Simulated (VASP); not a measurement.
Write the native input for VASP 6.6.1 that does the following.

| Property | Result |
| --- | --- |
| Task | relaxation of cell and atoms |
| Functional | PBE |
| Potentials or basis | VASP PAW PBE potentials, release 64 (Zn, Cd, Te) |
| Cutoff | 600 eV |
| k mesh | 4 × 4 × 2 |
| Occupations | gaussian, width 0.2 eV |
| Spin | no spin polarisation |
| Dipole correction | no |
| Further INCAR settings | ALGO = Fast; EDIFF = 1e-06; IBRION = 2; EDIFFG = -0.08; NSW = 36; ISIF = 3 |

The structure of Zn5Cd2Te lies in POSCAR:

```
Zn5Cd2Te
1.0
    4.0647736000      0.0000000000      0.0000000000
    0.0000000000      4.0647736000      0.0000000000
    0.0000000000      0.0000000000      8.8752301500
Zn Cd Te
5 2 1
Direct
    0.0000000000      0.5000000000      0.2611329900
    0.5000000000      0.0000000000      0.7388670100
    0.5000000000      0.0000000000      0.2611329900
    0.0000000000      0.5000000000      0.7388670100
    0.5000000000      0.5000000000      0.0000000000
    0.0000000000      0.0000000000      0.0000000000
    0.5000000000      0.5000000000      0.5000000000
    0.0000000000      0.0000000000      0.5000000000
```

The cell was generated, and may not be a known phase.

These files were run (other wordings do the same):

INCAR

```
SYSTEM = Zn5Cd2Te
ALGO = Fast
EDIFF = 1E-6
EDIFFG = -0.08
ENCUT = 600
GGA = PE
IBRION = 2
ISIF = 3
ISMEAR = 0
LASPH = .TRUE.
LCHARG = .FALSE.
LREAL = .FALSE.
LWAVE = .FALSE.
NELM = 80
NSW = 36
PREC = Accurate
SIGMA = 0.2
```

KPOINTS

```
k-points
0
G
  4 4 2
  0 0 0
```

Potentials or basis: VASP PAW PBE potentials, release 64 (Zn, Cd, Te).

Launch:

```bash
$ cat potpaw_PBE.64/Zn/POTCAR potpaw_PBE.64/Cd/POTCAR potpaw_PBE.64/Te/POTCAR > POTCAR
$ mpirun -np 1 vasp_std > vasp.out
```

It gave:

| Property | Result |
| --- | --- |
| Relaxed volume | 20.17 Å³/atom |
| Relaxed cell | a = 4.215 Å, b = 4.215 Å, c = 9.082 Å, α = 90.00°, β = 90.00°, γ = 90.00° |
| Space group after relaxing (to 0.1 Å) | P4/mmm (No. 123) |
| Energy gained by relaxing | 122.3 meV/atom |
| Ionic steps | 8 |
| Pressure after relaxing | 0.1 GPa |
| Band gap on the k mesh | zero (bands 45 and 46 overlap by 3.37 eV) |

Caveat: the k points lie up to 0.37 Å⁻¹ apart in the final cell, too coarse for converged energies and pressures of a metal; spin-orbit coupling is left out, which moves the levels of the heavy elements.

It took 24 min on 1 thread of Intel Xeon 8259CL, on a shared host, peak memory 0.33 GiB.
